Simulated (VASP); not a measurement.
# Si2Se (Pm) in VASP: a series of runs, part 2 of 2

VASP 6.6.1.

## 3. Single point, PBE

This run uses another cell than the first one, of 24.59 Å³/atom.

The input, INCAR:

```
SYSTEM = Si2Se
PREC = Accurate ; ENCUT = 520
EDIFF = 1E-6 ; ISMEAR = 0
SIGMA = 0.1 ; LREAL = .False.
LASPH = .True. ; NELM = 60
ALGO = Normal ; ISIF = 2
LWAVE = .False. ; LCHARG = .True.
GGA = PE ; LELF = .True.
LVHAR = .True. ; NBANDS = 23
```

The input, KPOINTS:

```
Automatic mesh
0
Gamma
  4 4 4
  0 0 0
```

The input, POSCAR:

```
Si2Se
1.0
    5.8571537736      0.0000000000     -0.0332654764
    0.0000000000      3.8239072941      0.0000000000
   -1.3745169730      0.0000000000      6.5963458038
Si Se
4 2
Direct
    0.6971879236      0.0000000000      0.3539933105
    0.9444890584      0.5000000000      0.4035422879
    0.7109255452      0.0000000000      0.6953616675
    0.1574450780      0.5000000000      0.7338101916
    0.5718547102      0.5000000000      0.8753578682
    0.0847643513      0.0000000000      0.9379346742
```

Potentials or basis: VASP PAW PBE potentials, release 64 (Si, Se).

Run with:

```sh
> cat potpaw_PBE.64/Si/POTCAR potpaw_PBE.64/Se/POTCAR > POTCAR
> mpirun -np 1 vasp_std > vasp.out
```

Run time: 2.2 min. Hardware: 1 thread of Intel Xeon 8259CL, shared host; peak memory 0.27 GiB.

It converged, with:

```
Free energy            : -27.4497 eV
Pressure               : 0.0 GPa
Largest force          : 0.034 eV/Å
Band gap on the k mesh : 0.26 eV (least direct gap 0.86 eV)
```

Forces in eV/Å, atoms in the order of the input:
```
Si   0.013  0.000 -0.004
Si  -0.010  0.000  0.008
Si  -0.031  0.000 -0.015
Si  -0.003  0.000 -0.013
Se   0.019  0.000  0.005
Se   0.012  0.000  0.019
```

Stress tensor (GPa, compression positive):
```
 0.06  0.00 -0.04
 0.00 -0.06  0.00
-0.04  0.00  0.02
```

Levels at points of the mesh, in eV from the valence-band top:
| k point | band 12 | band 13 | band 14 | band 15 | band 16 | band 17 |
| --- | --- | --- | --- | --- | --- | --- |
| (0.00, 0.00, 0.00) | -1.31 | -1.04 | -0.62 | 0.26 | 1.08 | 1.83 |
| (0.50, 0.00, 0.00) | -0.99 | -0.86 | -0.37 | 0.81 | 1.72 | 2.02 |
| (0.00, 0.50, 0.00) | -2.70 | -0.91 | -0.78 | 1.39 | 1.81 | 2.64 |
| (0.50, 0.50, 0.00) | -2.68 | -1.47 | -1.22 | 0.57 | 1.70 | 2.31 |
| (0.00, 0.00, 0.50) | -1.72 | -1.23 | -0.79 | 0.64 | 1.33 | 2.09 |
| (0.50, 0.00, 0.50) | -1.34 | -1.16 | -0.39 | 0.49 | 1.88 | 2.16 |
| (0.00, 0.50, 0.50) | -2.50 | -1.13 | -0.41 | 1.23 | 1.74 | 1.93 |
| (0.50, 0.50, 0.50) | -2.53 | -0.95 | -0.90 | 0.60 | 1.02 | 1.67 |

## 4. Relaxation of cell and atoms, PBE

The input, INCAR:

```
SYSTEM = Si2Se
PREC = Accurate
ENCUT = 600
EDIFF = 1E-6
ISMEAR = 0
SIGMA = 0.1
LREAL = .False.
LASPH = .True.
NELM = 60
ALGO = Normal
ISIF = 3
LWAVE = .False.
LCHARG = .False.
GGA = PE
IBRION = 2
NSW = 90
EDIFFG = -0.04
```

The input, KPOINTS:

```
regular mesh
0
Gamma
  4 4 4
  0 0 0
```

The input, POSCAR:

```
Si2Se
1.0
    5.8598710497      0.0000000000      0.0000000000
    0.0000000000      3.8033462650      0.0000000000
   -1.3376421973      0.0000000000      6.6049309229
Si Se
4 2
Direct
    0.6967666992      0.0000000000      0.3560853520
    0.9472492497      0.5000000000      0.4052897019
    0.7118773455      0.0000000000      0.6950383643
    0.1591911030      0.5000000000      0.7314735731
    0.5702193562      0.5000000000      0.8745674787
    0.0813629131      0.0000000000      0.9375455299
```

Potentials or basis: VASP PAW PBE potentials, release 64 (Si, Se).

Run with:

```sh
> cat potpaw_PBE.64/Si/POTCAR potpaw_PBE.64/Se/POTCAR > POTCAR
> mpirun -np 1 vasp_std > vasp.out
```

OUTCAR:

```text
SYSTEM = Si2Se
   PREC = Accurate
   ENCUT = 600
   EDIFF = 1E-6
   ISMEAR = 0
   LREAL = .False.
   LASPH = .True.
   NELM = 60
   ISIF = 3
   GGA = PE
   IBRION = 2
   NSW = 90
   EDIFFG = -0.04

 ion  position               nearest neighbor table
   1  0.697  0.000  0.356-   3 2.27   2 2.38   2 2.38
   2  0.947  0.500  0.405-   4 2.30   1 2.38   1 2.38
   3  0.712  0.000  0.695-   1 2.27   6 2.44   5 2.48   5 2.48
   4  0.159  0.500  0.731-   2 2.30   5 2.41   6 2.45   6 2.45
   5  0.570  0.500  0.875-   4 2.41   3 2.48   3 2.48
   6  0.081  0.000  0.938-   3 2.44   4 2.45   4 2.45

  LATTYP: Found a simple monoclinic cell.
 ALAT       =     5.8598710497
 B/A-ratio  =     0.6490494813
 C/A-ratio  =     1.1500288282
 COS(beta)  =    -0.1984920761

[... 396 lines left out ...]
  free energy    TOTEN  =       -27.44945605 eV

  energy without entropy =      -27.44896529  energy(sigma->0) =      -27.44921067

 E-fermi :   4.1841     XC(G=0):  -8.7292

 val. band max:        4.0454629896   @ k =   0.5000   0.2500  -0.0000
 cond. band min:       4.3008018509   @ k =   0.0000   0.0000   0.0000
 fundamental gap:      0.2553388612
 Fermi energy:         4.1841130798

 k-point     1 :       0.0000    0.0000    0.0000
  band No.  band energies     occupation
      1     -11.3854      2.00000
      2      -9.6428      2.00000
      3      -6.1025      2.00000
      4      -4.5031      2.00000
      5      -3.2390      2.00000
      6      -1.5498      2.00000
[... 481 lines left out ...]
      5      -2.7628      2.00000
      6      -1.1423      2.00000
[... 10 lines left out ...]
     17       6.2044      0.00000
     18       6.6094      0.00000

 [... further k-points ...]

------------------------ aborting loop because EDIFF is reached ----------------------------------------

  FORCE on cell =-STRESS in cart. coord.  units (eV):
  Direction    XX          YY          ZZ          XY          YZ          ZX
  --------------------------------------------------------------------------------------
  -------------------------------------------------------------------------------------
  Total        0.0154920     -0.0306524     -0.0027480      0.0000000      0.0000000     -0.0410510
  in kB        0.1675432     -0.3315014     -0.0297192      0.0000000      0.0000000     -0.4439604
  external PRESSURE =      -0.0645591 kB  Pullay stress =       0.0000000 kB
[... 21 lines left out ...]
  FREE ENERGIE OF THE ION-ELECTRON SYSTEM (eV)
  ---------------------------------------------------
  free  energy   TOTEN  =       -27.4494560513 eV

  energy  without entropy=      -27.4489652949  energy(sigma->0) =      -27.44921067

 reached required accuracy - stopping structural energy minimisation
```

It took 5.6 min on 1 thread of Intel Xeon 8259CL, shared host; peak memory 0.33 GiB.

What came out:

```
Free energy                           : -27.4495 eV
Relaxed volume                        : 24.69 Å³/atom
Relaxed cell                          : a = 5.861 Å, b = 3.823 Å, c = 6.754 Å, α = 90.00°, β = 101.81°, γ = 90.00°
Space group after relaxing (to 0.1 Å) : Pm (No. 6)
Energy gained by relaxing             : 1.0 meV/atom
Ionic steps                           : 6
Pressure after relaxing               : 0.0 GPa
Largest force after relaxing          : 0.036 eV/Å
Band gap on the k mesh                : 0.26 eV (least direct gap 0.87 eV)
```

Forces in eV/Å, atoms in the order of the input:
```
Si   0.000  0.000 -0.014
Si  -0.001  0.000  0.004
Si  -0.035  0.000 -0.005
Si   0.012  0.000  0.005
Se   0.006  0.000 -0.012
Se   0.018  0.000  0.021
```

Step by step:
```tsv
step	energy change (eV)	largest force (eV/Å)	pressure (GPa)	volume (Å³)
1	0.0000	0.1835	0.25	147.20
2	-0.0035	0.0967	-0.06	148.03
3	-0.0035	0.0911	-0.03	147.92
4	-0.0051	0.0541	-0.02	148.07
5	-0.0055	0.0749	-0.02	148.17
6	-0.0060	0.0355	-0.01	148.15
```

Final structure:
```
CELL_PARAMETERS angstrom
5.86073 0.00000 -0.01962
0.00000 3.82330 0.00000
-1.36004 0.00000 6.61606
ATOMIC_POSITIONS crystal
Si 0.69917 0.00000 0.35530
Si 0.94556 0.50000 0.40436
Si 0.71074 0.00000 0.69545
Si 0.15714 0.50000 0.73311
Se 0.57091 0.50000 0.87527
Se 0.08316 0.00000 0.93651
```

A k mesh can miss the band edges.

## 5. Overview

| task | cell | cutoff (eV) | gap on the mesh (eV) | pressure (GPa) | largest force (eV/Å) |
| --- | --- | --- | --- | --- | --- |
| single point | a = 5.860, b = 3.803, c = 6.739 Å, angles 90.0, 101.4, 90.0°, 6 atoms, atomic positions A | 520 | 0.34 | 0.2 | 0.18 |
| single point | a = 5.857, b = 3.824, c = 6.738 Å, angles 90.0, 102.1, 90.0°, 6 atoms, atomic positions B | 520 | 0.26 | 0.0 | 0.03 |
| relaxation of cell and atoms | relaxed from a = 5.860, b = 3.803, c = 6.739 Å, angles 90.0, 101.4, 90.0°, 6 atoms, atomic positions A | 600 | 0.26 | 0.0 | 0.04 |

Alike in all rows: level PBE; potentials or basis VASP PAW PBE potentials, release 64 (Si, Se); no spin polarisation; k mesh 4 × 4 × 4; smearing gaussian 0.1 eV.

Absolute energies hang on the potentials; compare differences alone.
